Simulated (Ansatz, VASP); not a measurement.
**CdTe in VASP and in Ansatz**

```
Cd Te
1.0
     0.00000    3.30856    3.30856
     3.30856    0.00000    3.30856
     3.30856    3.30856    0.00000
Cd Te
1 1
Direct
  0.00000 0.00000 0.00000
  0.25000 0.25000 0.25000
```

Alike in both runs: functional PBE; k mesh 9 × 9 × 9; occupations fermi-dirac, width 0.05 eV; no spin polarisation.

Ansatz relaxed the structure, and its values are those at the end. VASP's run is a single point on that final structure, the one shown.

|  | VASP | Ansatz |
| --- | --- | --- |
| version | VASP 6.6.1 | Ansatz 0.2.0 |
| potentials or method | VASP PAW PBE potentials, release 64 (Cd, Te), cutoff 520 eV | all-electron LAPW, scalar-relativistic |

```csv
,VASP,Ansatz,Ansatz less VASP
pressure (GPa),0.1,0.0,-0.10
```

Ansatz ran all-electron here, and VASP with PAW potentials.

Neither program's run includes spin-orbit coupling.
